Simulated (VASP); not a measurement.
Input of a VASP 6.6.1 run:

The input INCAR:

```
SYSTEM = Sb
PREC     = Accurate       ! precision mode
ENCUT    = 500            ! plane-wave cutoff, eV
EDIFF    = 1E-6           ! SCF threshold, eV
ISMEAR   = 1              ! smearing method
SIGMA    = 0.1            ! smearing width, eV
LREAL    = .FALSE.        ! projectors in reciprocal space
LASPH    = .TRUE.         ! aspherical terms in the spheres
NELM     = 120            ! most SCF steps
ALGO     = Normal         ! electronic algorithm
ISIF     = 2              ! what is computed and relaxed
LWAVE    = .FALSE.        ! write WAVECAR
LCHARG   = .TRUE.         ! write CHGCAR
GGA      = PS             ! functional
LELF     = .TRUE.         ! ELF
LVHAR    = .TRUE.       
NBANDS   = 8              ! bands
GGA_COMPAT= .FALSE.
```

Contents of KPOINTS:

```
Automatic mesh
0
G
  9 9 9
  0 0 0
```

File POSCAR:

```
Sb
1.0
   -1.7476999716      1.7476999716      1.7476999716
    1.7476999716     -1.7476999716      1.7476999716
    1.7476999716      1.7476999716     -1.7476999716
Sb
1
Direct
    0.0000000000      0.0000000000      0.0000000000
```

Potentials or basis: VASP PAW PBE potentials, release 64 (Sb).

Run with:

```bash
$ cat potpaw_PBE.64/Sb/POTCAR > POTCAR
$ mpirun -np 1 vasp_std > vasp.out
```

Question: What does it give for the pressure?

Answer: 21.7 GPa.

Caveat: the PAW data sets were made with another functional, which shifts forces and pressure a little.
